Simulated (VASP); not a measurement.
# H4C in VASP: a series of runs, part 2 of 2

VASP 6.6.1.

### Step 3. Single point, LDA

The input, INCAR:

```
SYSTEM = H4C
ALGO = Normal
EDIFF = 1E-7
ENCUT = 520
ISIF = 2
ISMEAR = -1
LASPH = .TRUE.
LCHARG = .FALSE.
LREAL = Auto
LWAVE = .FALSE.
NBANDS = 58
NELM = 60
PREC = Accurate
SIGMA = 0.02
```

The input, KPOINTS:

```
k-points
0
G
  1 1 1
  0 0 0
```

The input, POSCAR:

```
H4C
1.0
    8.6854290000      0.0000000000      0.0000000000
    0.0000000000      8.6854290000      0.0000000000
    0.0000000000      0.0000000000      8.6854290000
C H
8 32
Direct
    0.1605447468      0.4637076649      0.8019293002
    0.2367298150      0.8559738385      0.4677949702
    0.1761571017      0.0348054195      0.8369074228
    0.8513799376      1.0824681199      0.1634001038
    0.2666995493      0.2492910828      0.2154758274
    0.6962120121      0.8353070413      0.5351146155
    0.9537237596      0.2019128819      0.5357939142
    0.5086680232      0.5920490513      1.1851228074
    0.2289121240      0.5509342141      0.8575166523
    0.1096088633      0.4009704069      0.8976758661
    0.2201848636      0.3940737988      0.7151632925
    0.0581778977      0.5285979541      0.7502910910
    0.1570676589      0.8812575637      0.5558159534
    0.3205368439      0.9470459087      0.4717556266
    0.1934158923      0.8457152779      0.3500805775
    0.3011480492      0.7464916241      0.5087486179
    0.2321819682      0.1396131383      0.8799565341
    0.0504292879      0.0500493413      0.8341556876
    0.2069903513     -0.0507631805      0.9244563510
    0.2128967953     -0.0031662224      0.7214151425
    0.7895983031      1.1750484634      0.2309385063
    0.8471890105      0.9712013074      0.2308924522
    0.9744020704      1.1126681250      0.1469127201
    0.7990163756      1.0652784105      0.0539063758
    0.1457268259      0.2280486088      0.1787937015
    0.2399996592      0.2677933353      0.3313710814
    0.3133063433      0.3462465700      0.1441034173
    0.3500460369      0.1556745211      0.1934389194
    0.7023026727      0.7363712259      0.4667357249
    0.6454258045      0.8284910279      0.6510559237
    0.6334977812      0.9290617654      0.4754169310
    0.8143408921      0.8825701068      0.5423911703
    0.9708098472      0.1265107342      0.4374798297
    1.0465919415      0.1925178365      0.6208789456
    0.8511957210      0.1641024295      0.5959866807
    0.9499242927      0.3174397027      0.4936313451
    0.5529260558      0.5032336342      1.1085808197
    0.4581696540      0.5285979541      1.2776455832
    0.4154774623      0.6526678187      1.1173771612
    0.6100101676      0.6628918387      1.2123638337
```

Potentials or basis: VASP PAW LDA potentials, release 64 (C, H).

Launch:

```console
$ cat potpaw_LDA.64/C/POTCAR potpaw_LDA.64/H/POTCAR > POTCAR
$ mpirun -np 1 vasp_gam > vasp.out
```

It took 78 s on 1 thread of Intel Xeon 6975P-C, shared host; peak memory 0.47 GiB.

The run converged. Its results:

```yaml
Free_energy: -198.0116 eV
Pressure: 0.2 GPa
Largest_force: 2.890 eV/Å
Band_gap_on_the_k_mesh: 6.63 eV
```

Forces in eV/Å, atoms in the order of the input:
```
C   -1.840  0.920 -0.400
C    1.913 -1.913 -0.022
C   -0.060 -0.134  0.324
C    0.361 -0.078  1.848
C   -0.107 -0.018 -2.552
C    0.351  2.771  0.744
C    0.487 -0.701  0.448
C   -0.195  0.350 -1.601
H    0.849  0.494 -0.001
H   -0.002 -0.756  0.080
H    0.001 -0.004  0.199
H    1.003 -0.652  0.123
H   -1.537  0.225  0.687
H    0.667  0.662 -0.137
H   -0.296 -0.151  0.071
H   -0.772  1.116 -0.767
H   -0.026  0.277 -0.455
H    0.017  0.045  0.154
H   -0.147 -0.394 -0.084
H    0.239  0.265  0.308
H    0.491 -0.646 -0.516
H   -0.045  0.756 -0.401
H   -0.342  0.007  0.054
H   -0.559 -0.120 -1.026
H    0.572 -0.424 -0.725
H    0.600  0.743  2.142
H   -0.433 -0.031  0.852
H   -0.590 -0.249  0.286
H   -0.325 -1.734 -0.768
H    0.130 -0.505 -0.166
H   -0.114 -0.350 -0.123
H   -0.033 -0.158  0.276
H    0.272 -0.397 -0.232
H    0.291 -0.067 -0.159
H   -0.673  0.156  0.080
H   -0.336  1.023 -0.166
H    0.150 -0.360 -0.442
H   -0.314 -0.104  1.104
H    0.761 -0.116  0.648
H   -0.407  0.254  0.313
```

Stress tensor (GPa, compression positive):
```
-0.37  0.71 -0.09
 0.71  0.40  0.63
-0.09  0.63  0.61
```

Levels at points of the mesh, in eV from the valence-band top:
| k point | band 28 | band 29 | band 30 | band 31 | band 32 | band 33 | band 34 | band 35 | band 36 | band 37 |
| --- | --- | --- | --- | --- | --- | --- | --- | --- | --- | --- |
| (0.00, 0.00, 0.00) | -0.46 | -0.41 | -0.38 | -0.32 | 0.00 | 6.63 | 8.45 | 8.46 | 8.53 | 8.57 |

Caveat: the k points lie up to 0.72 Å⁻¹ apart.

### Step 4. Relaxation of the atoms, LDA

The input, INCAR:

```
SYSTEM = H4C
PREC = Accurate ; ENCUT = 520
EDIFF = 1E-7 ; ISMEAR = -1
SIGMA = 0.02 ; LREAL = Auto
LASPH = .True. ; NELM = 60
ALGO = Normal ; ISIF = 2
LWAVE = .False. ; LCHARG = .False.
IBRION = 2 ; NSW = 35
EDIFFG = -0.3
```

The input, KPOINTS:

```
regular mesh
0
Gamma
  1 1 1
  0 0 0
```

The input, POSCAR:

```
H4C
1.0
    8.6854290000      0.0000000000      0.0000000000
    0.0000000000      8.6854290000      0.0000000000
    0.0000000000      0.0000000000      8.6854290000
C H
8 32
Direct
    0.1776124000      0.4776054000      0.7474548000
    0.2074333000      0.9760913000      0.4510384000
    0.1276559000      0.1638817000      0.9059105000
    0.8991917000      0.8725879000      0.2212738000
    0.3701626000      0.3019198000      0.1465626000
    0.8019034000      0.8633946000      0.5870464000
    0.8739576000      0.5171483000      0.4695284000
    0.6478469000      0.7227435000      0.8872442000
    0.2440793000      0.5611208000      0.8133885000
    0.0975672000      0.4182891000      0.8237061000
    0.2553568000      0.3940898000      0.6952928000
    0.1134463000      0.5369221000      0.6574315000
    0.2590307000      0.8638210000      0.4727878000
    0.1197252000      0.9652633000      0.3619879000
    0.2961271000      1.0561895000      0.4128598000
    0.1548501000      1.0190912000      0.5565180000
    0.2430074000      0.2094438000      0.9248326000
    0.1151855000      0.1302256000      0.7856953000
    0.0428026000      0.2520220000      0.9336801000
    0.1096278000      0.0638356000      0.9794338000
    0.9774736000      0.7917324000      0.2767196000
    0.8765706000      0.9686740000      0.2987056000
    0.7913683000      0.8144730000      0.1941313000
    0.9513542000      0.9154723000      0.1155385000
    0.3876981000      0.3990125000      0.2240574000
    0.3202398000      0.2060559000      0.2102632000
    0.4803305000      0.2668893000      0.0978202000
    0.2923819000      0.3357215000      0.0541097000
    0.8998986000      0.8567843000      0.6651052000
    0.7113095000      0.7863680000      0.6270413000
    0.8378820000      0.8293439000      0.4717813000
    0.7585235000      0.9810821000      0.5842577000
    0.8588994000      0.4575134000      0.3601810000
    0.7978440000      0.4666499000      0.5555318000
    0.8460233000      0.6386058000      0.4551172000
    0.9930636000      0.5058241000      0.5072837000
    0.6638821000      0.8409236000      0.8483049000
    0.7426768000      0.6903531000      0.9627298000
    0.6452877000      0.6460037000      0.7880253000
    0.5395409000      0.7136937000      0.9499167000
```

Launch:

```console
$ cat potpaw_LDA.64/C/POTCAR potpaw_LDA.64/H/POTCAR > POTCAR
$ mpirun -np 1 vasp_gam > vasp.out
```

It took 9.3 min on 1 thread of Intel Xeon 6975P-C, shared host; peak memory 0.51 GiB.

Results (log left out):

```
Free energy                  : -198.8481 eV
Energy gained by relaxing    : 12.0 meV/atom
Ionic steps                  : 15
Pressure after relaxing      : -0.3 GPa
Largest force after relaxing : 0.276 eV/Å
Band gap on the k mesh       : 6.76 eV
```

Forces in eV/Å, atoms in the order of the input:
```
C    0.092  0.147  0.006
C    0.015  0.009 -0.060
C   -0.148 -0.143 -0.141
C   -0.054  0.061 -0.059
C    0.226  0.148 -0.055
C   -0.047  0.147  0.055
C   -0.002 -0.112  0.138
C    0.089  0.035  0.067
H   -0.135 -0.150 -0.032
H    0.077  0.110 -0.014
H   -0.053  0.071 -0.033
H    0.083 -0.100  0.095
H   -0.018  0.042 -0.005
H    0.081  0.009  0.044
H   -0.066 -0.048  0.053
H    0.034  0.017  0.009
H   -0.025  0.070  0.015
H    0.044 -0.001  0.142
H    0.060  0.113  0.014
H    0.048 -0.107 -0.028
H    0.038 -0.013 -0.008
H    0.022 -0.010 -0.070
H   -0.008  0.022 -0.031
H   -0.003 -0.053 -0.055
H   -0.108 -0.109 -0.112
H   -0.151 -0.038  0.077
H   -0.098  0.088 -0.040
H    0.122 -0.071  0.130
H   -0.054  0.025 -0.086
H    0.067  0.093 -0.068
H   -0.024  0.002  0.214
H    0.070 -0.198  0.018
H   -0.059  0.026  0.003
H    0.107  0.073 -0.162
H    0.065 -0.113 -0.004
H   -0.137  0.065 -0.034
H   -0.039 -0.051  0.023
H   -0.108 -0.019 -0.046
H   -0.004 -0.023 -0.014
H    0.001 -0.014  0.055
```

Stress tensor (GPa, compression positive):
```
-0.38  0.05 -0.10
 0.05 -0.29  0.02
-0.10  0.02 -0.09
```

The path:
```tsv
step	energy change (eV)	largest force (eV/Å)	pressure (GPa)
1	0.0000	0.3775	1.19
2	-0.0493	0.6090	0.10
3	-0.0555	0.4438	0.37
4	-0.0807	0.5289	0.01
5	-0.0827	0.3738	0.09
6	-0.1160	0.3092	0.12
7	-0.1819	0.3323	0.22
8	-0.1747	0.6042	0.40
9	-0.2002	0.4589	0.31
10	-0.2460	0.4210	0.28
11	-0.3000	1.3000	0.20
12	-0.3154	1.2368	0.18
13	-0.3574	1.0528	0.13
14	-0.4226	0.6732	0.01
15	-0.4814	0.2759	-0.25
```

Final structure:
```
C H
1.0
     8.68543    0.00000    0.00000
     0.00000    8.68543    0.00000
     0.00000    0.00000    8.68543
C H
8 32
Direct
  0.18736 0.49344 0.74729
  0.21165 0.97859 0.45466
  0.11631 0.13722 0.89937
  0.89853 0.87329 0.20520
  0.37774 0.31432 0.16030
  0.80302 0.88204 0.58897
  0.86953 0.50032 0.45801
  0.64129 0.71722 0.90146
  0.26248 0.56850 0.81752
  0.09771 0.43947 0.81888
  0.25760 0.40166 0.69511
  0.13249 0.56385 0.65684
  0.26135 0.86401 0.47598
  0.12446 0.97045 0.36303
  0.30348 0.05868 0.41922
  0.15625 0.02058 0.56048
  0.23508 0.18023 0.90259
  0.08428 0.10773 0.77986
  0.03565 0.22425 0.94282
  0.10661 0.03514 0.97326
  0.97489 0.79154 0.26425
  0.87924 0.97430 0.27906
  0.78758 0.81709 0.18171
  0.95126 0.91127 0.09670
  0.40957 0.39844 0.25016
  0.32033 0.21479 0.21247
  0.48399 0.27313 0.10437
  0.30127 0.36846 0.07428
  0.89722 0.86386 0.67222
  0.71107 0.79824 0.61317
  0.84589 0.86647 0.47072
  0.75736 0.00029 0.60128
  0.84887 0.43560 0.35127
  0.79769 0.45245 0.55165
  0.84062 0.62267 0.44150
  0.99178 0.48772 0.49012
  0.65554 0.83689 0.86250
  0.74068 0.68596 0.97389
  0.63709 0.64090 0.80071
  0.53402 0.70581 0.96740
```

Levels at points of the mesh, in eV from the valence-band top:
```tsv
k point	band 29	band 30	band 31	band 32	band 33	band 34	band 35	band 36
(0.00, 0.00, 0.00)	-0.38	-0.30	-0.29	0.00	6.76	8.49	8.60	8.67
```

Caveat: the k points lie up to 0.72 Å⁻¹ apart; the relaxation stopped at a loose force limit of 0.3 eV/Å, so its end isn't a converged minimum.
